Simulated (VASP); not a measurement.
# InP (F-43m) in VASP: a series of runs

The runs below take InP through single point, with LDA, RPBE, r2SCAN.

Everything below comes from runs of VASP 6.6.1. Logs are shortened: lines on timing, memory, paths and dates and some standing lists are left out, and cuts for length are marked.

**1. The cell of the first run**

Symmetry: F-43m, No. 216, cubic system. Conventional cell: a = 5.861 Å, b = 5.861 Å, c = 5.861 Å, α = 90.00°, β = 90.00°, γ = 90.00°. In (site symmetry -43m) has 4 P at 2.54 Å within 3.3 Å. P (site symmetry -43m) has 4 In at 2.54 Å within 3.3 Å.

**2. Single point, LDA**

Contents of INCAR:

```
SYSTEM = InP
  ALGO = Normal
  EDIFF = 1E-6
  ENCUT = 500
  GGA_COMPAT = .FALSE.
  ISIF = 2
  ISMEAR = 0
  ISYM = -1
  LASPH = .TRUE.
  LCHARG = .TRUE.
  LELF = .TRUE.
  LREAL = .FALSE.
  LVHAR = .TRUE.
  LWAVE = .FALSE.
  NBANDS = 16
  NELM = 120
  PREC = Accurate
  SIGMA = 0.01
```

Contents of KPOINTS:

```
explicit points
108
Reciprocal
  0.08333333   0.08333333   0.08333333 2
  0.08333333   0.08333333   0.25000000 2
  0.08333333   0.08333333   0.41666667 2
  0.08333333   0.08333333   0.58333333 2
  0.08333333   0.08333333   0.75000000 2
  0.08333333   0.08333333   0.91666667 2
  0.08333333   0.25000000   0.08333333 2
  0.08333333   0.25000000   0.25000000 2
  0.08333333   0.25000000   0.41666667 2
  0.08333333   0.25000000   0.58333333 2
  0.08333333   0.25000000   0.75000000 2
  0.08333333   0.25000000   0.91666667 2
  0.08333333   0.41666667   0.08333333 2
  0.08333333   0.41666667   0.25000000 2
  0.08333333   0.41666667   0.41666667 2
  0.08333333   0.41666667   0.58333333 2
  0.08333333   0.41666667   0.75000000 2
  0.08333333   0.41666667   0.91666667 2
  0.08333333   0.58333333   0.08333333 2
  0.08333333   0.58333333   0.25000000 2
  0.08333333   0.58333333   0.41666667 2
  0.08333333   0.58333333   0.58333333 2
  0.08333333   0.58333333   0.75000000 2
  0.08333333   0.58333333   0.91666667 2
  0.08333333   0.75000000   0.08333333 2
  0.08333333   0.75000000   0.25000000 2
  0.08333333   0.75000000   0.41666667 2
  0.08333333   0.75000000   0.58333333 2
  0.08333333   0.75000000   0.75000000 2
  0.08333333   0.75000000   0.91666667 2
  0.08333333   0.91666667   0.08333333 2
  0.08333333   0.91666667   0.25000000 2
  0.08333333   0.91666667   0.41666667 2
  0.08333333   0.91666667   0.58333333 2
  0.08333333   0.91666667   0.75000000 2
  0.08333333   0.91666667   0.91666667 2
  0.25000000   0.08333333   0.08333333 2
  0.25000000   0.08333333   0.25000000 2
  0.25000000   0.08333333   0.41666667 2
  0.25000000   0.08333333   0.58333333 2
  0.25000000   0.08333333   0.75000000 2
  0.25000000   0.08333333   0.91666667 2
  0.25000000   0.25000000   0.08333333 2
  0.25000000   0.25000000   0.25000000 2
  0.25000000   0.25000000   0.41666667 2
  0.25000000   0.25000000   0.58333333 2
  0.25000000   0.25000000   0.75000000 2
  0.25000000   0.25000000   0.91666667 2
  0.25000000   0.41666667   0.08333333 2
  0.25000000   0.41666667   0.25000000 2
  0.25000000   0.41666667   0.41666667 2
  0.25000000   0.41666667   0.58333333 2
  0.25000000   0.41666667   0.75000000 2
  0.25000000   0.41666667   0.91666667 2
  0.25000000   0.58333333   0.08333333 2
  0.25000000   0.58333333   0.25000000 2
  0.25000000   0.58333333   0.41666667 2
  0.25000000   0.58333333   0.58333333 2
  0.25000000   0.58333333   0.75000000 2
  0.25000000   0.58333333   0.91666667 2
  0.25000000   0.75000000   0.08333333 2
  0.25000000   0.75000000   0.25000000 2
  0.25000000   0.75000000   0.41666667 2
  0.25000000   0.75000000   0.58333333 2
  0.25000000   0.75000000   0.75000000 2
  0.25000000   0.75000000   0.91666667 2
  0.25000000   0.91666667   0.08333333 2
  0.25000000   0.91666667   0.25000000 2
  0.25000000   0.91666667   0.41666667 2
  0.25000000   0.91666667   0.58333333 2
  0.25000000   0.91666667   0.75000000 2
  0.25000000   0.91666667   0.91666667 2
  0.41666667   0.08333333   0.08333333 2
  0.41666667   0.08333333   0.25000000 2
  0.41666667   0.08333333   0.41666667 2
  0.41666667   0.08333333   0.58333333 2
  0.41666667   0.08333333   0.75000000 2
  0.41666667   0.08333333   0.91666667 2
  0.41666667   0.25000000   0.08333333 2
  0.41666667   0.25000000   0.25000000 2
  0.41666667   0.25000000   0.41666667 2
  0.41666667   0.25000000   0.58333333 2
  0.41666667   0.25000000   0.75000000 2
  0.41666667   0.25000000   0.91666667 2
  0.41666667   0.41666667   0.08333333 2
  0.41666667   0.41666667   0.25000000 2
  0.41666667   0.41666667   0.41666667 2
  0.41666667   0.41666667   0.58333333 2
  0.41666667   0.41666667   0.75000000 2
  0.41666667   0.41666667   0.91666667 2
  0.41666667   0.58333333   0.08333333 2
  0.41666667   0.58333333   0.25000000 2
  0.41666667   0.58333333   0.41666667 2
  0.41666667   0.58333333   0.58333333 2
  0.41666667   0.58333333   0.75000000 2
  0.41666667   0.58333333   0.91666667 2
  0.41666667   0.75000000   0.08333333 2
  0.41666667   0.75000000   0.25000000 2
  0.41666667   0.75000000   0.41666667 2
  0.41666667   0.75000000   0.58333333 2
  0.41666667   0.75000000   0.75000000 2
  0.41666667   0.75000000   0.91666667 2
  0.41666667   0.91666667   0.08333333 2
  0.41666667   0.91666667   0.25000000 2
  0.41666667   0.91666667   0.41666667 2
  0.41666667   0.91666667   0.58333333 2
  0.41666667   0.91666667   0.75000000 2
  0.41666667   0.91666667   0.91666667 2
```

Contents of POSCAR:

```
InP
1.0
    0.0000000000      2.9305000000      2.9305000000
    2.9305000000      0.0000000000      2.9305000000
    2.9305000000      2.9305000000      0.0000000000
In P
1 1
Direct
    0.0000000000      0.0000000000      0.0000000000
    0.7500000000      0.7500000000      0.7500000000
```

Potentials or basis: VASP PAW LDA potentials, release 64 (In_d, P).

On the command line:

```
$ cat potpaw_LDA.64/In_d/POTCAR potpaw_LDA.64/P/POTCAR > POTCAR
$ mpirun -np 1 vasp_std > vasp.out
```

OUTCAR:

```text
SYSTEM = InP
   EDIFF = 1E-6
   ENCUT = 500
   ISIF = 2
   ISMEAR = 0
   ISYM = -1
   LASPH = .TRUE.
   LREAL = .FALSE.
   NELM = 120
   PREC = Accurate

 ion  position               nearest neighbor table
   1  0.000  0.000  0.000-   2 2.54   2 2.54   2 2.54   2 2.54
   2  0.750  0.750  0.750-   1 2.54   1 2.54   1 2.54   1 2.54

IMPORTANT INFORMATION: All symmetrisations will be switched off!
NOSYMM: (Re-)initialisation of all symmetry stuff for point group C_1.

----------------------------------------------------------------------------------------

                                     Primitive cell

  volume of cell :      50.3333

  direct lattice vectors                    reciprocal lattice vectors
     0.000000000  2.930500000  2.930500000    -0.170619348  0.170619348  0.170619348
     2.930500000  0.000000000  2.930500000     0.170619348 -0.170619348  0.170619348
     2.930500000  2.930500000  0.000000000     0.170619348  0.170619348 -0.170619348

  length of vectors
     4.144352845  4.144352845  4.144352845     0.295521380  0.295521380  0.295521380

  position of ions in fractional coordinates (direct lattice)
     0.000000000  0.000000000  0.000000000
     0.750000000  0.750000000  0.750000000

  ion indices of the primitive-cell ions
   primitive index   ion index
                 1           1
                 2           2

----------------------------------------------------------------------------------------

 KPOINTS: explicit points

Read explicit list of k-points.

 Found    108 k-points:

 Following reciprocal coordinates:
            Coordinates               Weight
  0.083333  0.083333  0.083333      0.009259
  0.083333  0.083333  0.250000      0.009259
  0.083333  0.083333  0.416667      0.009259
  0.083333  0.083333  0.583333      0.009259
  0.083333  0.083333  0.750000      0.009259
  0.083333  0.083333  0.916667      0.009259
[... 16 lines left out ...]
  0.083333  0.583333  0.750000      0.009259
  0.083333  0.583333  0.916667      0.009259
 [... further k-points ...]
   k-points           NKPTS =    108   k-points in BZ     NKDIM =    108   number of bands    NBANDS=     16
   number of dos      NEDOS =    301   number of ions     NIONS =      2
   total plane-waves  NPLWV =  27000
   dimension x,y,z NGX =    30 NGY =   30 NGZ =   30
   dimension x,y,z NGXF=    60 NGYF=   60 NGZF=   60
   ions per type =               1   1
   NGX,Y,Z   is equivalent  to a cutoff of  12.03, 12.03, 12.03 a.u.
   NGXF,Y,Z  is equivalent  to a cutoff of  24.07, 24.07, 24.07 a.u.
 SYSTEM =  InP
   PREC   = accura    normal or accurate (medium, high low for compatibility)
   ISTART =      0    job   : 0-new  1-cont  2-samecut
   ICHARG =      2    charge: 1-file 2-atom 10-const
   ISPIN  =      1    spin polarized calculation?
   LNONCOLLINEAR =      F non collinear calculations
   LSORBIT =      F    spin-orbit coupling
   LASPH  =      T    aspherical Exc in radial PAW
   ENCUT  =  500.0 eV  36.75 Ry    6.06 a.u.   7.56  7.56  7.56*2*pi/ulx,y,z
   NELM   =    120;   NELMIN=  2; NELMDL= -5     # of ELM steps
   EDIFF  = 0.1E-05   stopping-criterion for ELM
   LREAL  =      F    real-space projection
   EDIFFG = 0.1E-04   stopping-criterion for IOM
   NSW    =      0    number of steps for IOM
   IBRION =     -1    ionic relax: 0-MD 1-quasi-New 2-CG
   NFREE  =      0    steps in history (QN), initial steepest desc. (CG)
   ISIF   =      2    stress and relaxation
   ISYM   =     -1    0-nonsym 1-usesym 2-fastsym
   POTIM  = 0.5000    time-step for ionic-motion
   TEBEG  =    0.0;   TEEND  =   0.0 temperature during run
   PSTRESS=    0.0 pullay stress
   NELECT =      18.0000    total number of electrons
   NUPDOWN=      -1.0000    fix difference up-down
   EMIN   =  10.00;   EMAX   =-10.00  energy-range for DOS
   EFERMI =   0.00;   METHOD = LEGACY
   ISMEAR =     0;   SIGMA  =   0.01  broadening in eV -4-tet -1-fermi 0-gaus
   EFERMI_NEDOS =   21; number of points for ismear=-14 and -15
   IALGO  =     38    algorithm
   IMIX   =      4    mixing-type and parameters
     AMIX     =   0.40;   BMIX     =  1.00
     AMIX_MAG =   1.60;   BMIX_MAG =  1.00
  volume/ion in A,a.u.               =      25.17       169.83
  Fermi-wavevector in a.u.,A,eV,Ry     =   1.162021  2.195901 18.371846  1.350293
  Thomas-Fermi vector in A             =   2.298587
   LORBIT       =      0    0 simple, 1 ext, 2 COOP (PROOUT), +10 PAW based schemes
   GGA     = CA    functional components
   LHFCALC =     F    Hartree Fock is set to
   AEXX    =    0.0000 exact exchange contribution
   IVDW    =     0    specifies the selected vdW correction
   LEPSILON=     F    determine dielectric tensor
   LRPA    =     F    only Hartree local field effects (RPA)
 non-spin polarized calculation
 Gauss-broadening in eV      SIGMA  =   0.01
  energy-cutoff  :      500.00
  volume of cell :       50.33
 maximum number of plane-waves:      1295
 NGX is ok and might be reduce to    30
   NGX = 15   NGY = 15   NGZ = 15

 number of electron      18.0000009 magnetization

 Free energy of the ion-electron system (eV)
  ---------------------------------------------------
  ext. energy  EPLUGINS =         0.00000000
  ---------------------------------------------------
  free energy    TOTEN  =        -9.67183263 eV

  energy without entropy =       -9.67183263  energy(sigma->0) =       -9.67183263

 E-fermi :   4.9670     XC(G=0):  -9.6111

 val. band max:        4.9176247265   @ k =   0.0833   0.0833   0.0833
 cond. band min:       6.2266308340   @ k =   0.0833   0.0833   0.0833
 fundamental gap:      1.3090061075
 Fermi energy:         4.9670234481

 k-point     1 :       0.0833    0.0833    0.0833
  band No.  band energies     occupation
      1      -9.1874      2.00000
      2      -9.1732      2.00000
      3      -9.1732      2.00000
      4      -9.0224      2.00000
      5      -9.0224      2.00000
      6      -6.4570      2.00000
[... 8 lines left out ...]
     15      14.0445      0.00000
     16      14.0445      0.00000
[... 419 lines left out ...]
 k-point    24 :       0.0833    0.5833    0.9167
  band No.  band energies     occupation
      1      -9.2963      2.00000
      2      -9.1343      2.00000
      3      -9.1258      2.00000
      4      -9.0225      2.00000
      5      -9.0082      2.00000
      6      -4.8152      2.00000
[... 8 lines left out ...]
     15      15.0244      0.00000
     16      15.9444      0.00000

 [... further k-points ...]

------------------------ aborting loop because EDIFF is reached ----------------------------------------

  FORCE on cell =-STRESS in cart. coord.  units (eV):
  Direction    XX          YY          ZZ          XY          YZ          ZX
  --------------------------------------------------------------------------------------
  -------------------------------------------------------------------------------------
  Total       -0.3691217     -0.3691261     -0.3691259     -0.0184546     -0.0184520     -0.0184620
  in kB      -11.7496531    -11.7497929    -11.7497865     -0.5874338     -0.5873531     -0.5876697
  external PRESSURE =     -11.7497442 kB  Pullay stress =       0.0000000 kB

 VOLUME and BASIS-vectors are now :
 -----------------------------------------------------------------------------
  energy-cutoff  :      500.00
  volume of cell :       50.33
      direct lattice vectors                 reciprocal lattice vectors
     0.000000000  2.930500000  2.930500000    -0.170619348  0.170619348  0.170619348
     2.930500000  0.000000000  2.930500000     0.170619348 -0.170619348  0.170619348
     2.930500000  2.930500000  0.000000000     0.170619348  0.170619348 -0.170619348

 POSITION                                       TOTAL-FORCE (eV/Angst)
 -----------------------------------------------------------------------------------
      0.00000      0.00000      0.00000         0.000415      0.000413      0.000414
      4.39575      4.39575      4.39575        -0.000415     -0.000413     -0.000414
 -----------------------------------------------------------------------------------
    total drift:                               -0.000001     -0.000003     -0.000001

  FREE ENERGIE OF THE ION-ELECTRON SYSTEM (eV)
  ---------------------------------------------------
  free  energy   TOTEN  =        -9.6718326288 eV

  energy  without entropy=       -9.6718326288  energy(sigma->0) =       -9.67183263
```

Wall time 41 s (1 thread of AMD EPYC 9R45 (Zen 5), shared host); peak memory 0.18 GiB.

Results:

- Free energy: -9.6718 eV
- Pressure: -1.2 GPa
- Band gap on the k mesh: 1.31 eV

Caveat: spin-orbit coupling is left out, which moves the levels of the heavy elements; a shifted mesh leaves out Γ, where band edges can lie.

**3. Single point, RPBE**

Contents of INCAR:

```
SYSTEM = InP
PREC = Accurate
ENCUT = 500
EDIFF = 1E-6
ISMEAR = 0
SIGMA = 0.01
LREAL = .False.
LASPH = .True.
NELM = 120
ALGO = Normal
ISIF = 2
LWAVE = .False.
LCHARG = .False.
GGA = RP
NBANDS = 16
ISYM = -1
GGA_COMPAT = .False.
```

KPOINTS is that of step 2.

POSCAR is that of step 2.

Potentials or basis: VASP PAW PBE potentials, release 64 (In_d, P).

On the command line:

```
$ cat potpaw_PBE.64/In_d/POTCAR potpaw_PBE.64/P/POTCAR > POTCAR
$ mpirun -np 1 vasp_std > vasp.out
```

Wall time 46 s (1 thread of AMD EPYC 9R45 (Zen 5), shared host); peak memory 0.19 GiB.

The run converged. Its results:

| Quantity | Value |
| --- | --- |
| Free energy | -7.6944 eV |
| Pressure | 5.1 GPa |
| Band gap on the k mesh | 1.55 eV |

Levels at points of the mesh, in eV from the valence-band top:
| k point | band 6 | band 7 | band 8 | band 9 | band 10 | band 11 | band 12 | band 13 |
| --- | --- | --- | --- | --- | --- | --- | --- | --- |
| (0.08, 0.08, 0.08) | -11.32 | -0.79 | 0.00 | 0.00 | 1.55 | 4.27 | 4.36 | 4.36 |

Caveat: the cell stands under pressure; the PAW data sets were made with another functional, which shifts forces and pressure a little; spin-orbit coupling is left out, which moves the levels of the heavy elements; a shifted mesh leaves out Γ, where band edges can lie. A hybrid or GW would open this gap; RPBE tends to underestimate it.

**4. Single point, r2SCAN**

POSCAR is that of step 3.

Contents of INCAR.step1:

```
SYSTEM = InP
ALGO     = Normal         ! electronic algorithm
EDIFF    = 1E-5           ! SCF threshold, eV
ENCUT    = 550            ! plane-wave cutoff, eV
GGA      = PE             ! functional
GGA_COMPAT= .FALSE.      
ISMEAR   = 0              ! smearing method
ISYM     = -1           
LASPH    = .TRUE.         ! aspherical terms in the spheres
LCHARG   = .FALSE.        ! write CHGCAR
LREAL    = .FALSE.        ! projectors in reciprocal space
LWAVE    = .TRUE.         ! write WAVECAR
NBANDS   = 16             ! bands
NELM     = 120            ! most SCF steps
PREC     = Accurate       ! precision mode
SIGMA    = 0.01           ! smearing width, eV
```

Contents of INCAR.step2:

```
SYSTEM = InP
ALGO     = Normal         ! electronic algorithm
EDIFF    = 1E-6           ! SCF threshold, eV
ENCUT    = 550            ! plane-wave cutoff, eV
GGA_COMPAT= .FALSE.      
ISIF     = 2              ! what is computed and relaxed
ISMEAR   = 0              ! smearing method
ISTART   = 1            
ISYM     = -1           
LASPH    = .TRUE.         ! aspherical terms in the spheres
LCHARG   = .FALSE.        ! write CHGCAR
LMIXTAU  = .TRUE.       
LREAL    = .FALSE.        ! projectors in reciprocal space
LWAVE    = .FALSE.        ! write WAVECAR
METAGGA  = R2SCAN         ! meta-GGA
NBANDS   = 16             ! bands
NELM     = 120            ! most SCF steps
PREC     = Accurate       ! precision mode
SIGMA    = 0.01           ! smearing width, eV
```

KPOINTS is that of step 3.

On the command line:

```
$ cat potpaw_PBE.64/In_d/POTCAR potpaw_PBE.64/P/POTCAR > POTCAR
$ cp INCAR.step1 INCAR
$ mpirun -np 1 vasp_std > vasp.out
$ cp INCAR.step2 INCAR
$ mpirun -np 1 vasp_std > vasp.out
```

Run time: 3.2 min. Hardware: 1 thread of AMD EPYC 9R45 (Zen 5), shared host; peak memory 0.21 GiB.

The run converged. Its results:

| Property | Result |
| --- | --- |
| Free energy | -32.2935 eV |
| Pressure | 1.6 GPa |
| Band gap on the k mesh | 1.85 eV |

Levels at points of the mesh, in eV from the valence-band top:
```tsv
k point	band 6	band 7	band 8	band 9	band 10	band 11	band 12	band 13
(0.08, 0.08, 0.08)	-11.83	-0.76	0.00	0.00	1.85	4.57	4.67	4.67
```

Caveat: the PAW data sets were made with another functional, which shifts forces and pressure a little; spin-orbit coupling is left out, which moves the levels of the heavy elements; a shifted mesh leaves out Γ, where band edges can lie. A k mesh can miss the band edges.

**5. The runs side by side**

| level | potentials or basis | cutoff (eV) | gap on the mesh (eV) | pressure (GPa) |
| --- | --- | --- | --- | --- |
| LDA | VASP PAW LDA potentials, release 64 (In_d, P) | 500 | 1.31 | -1.2 |
| RPBE | VASP PAW PBE potentials, release 64 (In_d, P) | 500 | 1.55 | 5.1 |
| r2SCAN | VASP PAW PBE potentials, release 64 (In_d, P) | 550 | 1.85 | 1.6 |

Alike in all rows: task single point; no spin polarisation; cell as given; k mesh 6 × 6 × 6, shifted; smearing gaussian 0.01 eV.

Caveats: spin-orbit coupling is left out, which moves the levels of the heavy elements; a shifted mesh leaves out Γ, where band edges can lie; the PAW data sets were made with another functional, which shifts forces and pressure a little (at least some runs); the cell stands under pressure (at least some runs).

Absolute energies hang on the potentials; compare differences alone.
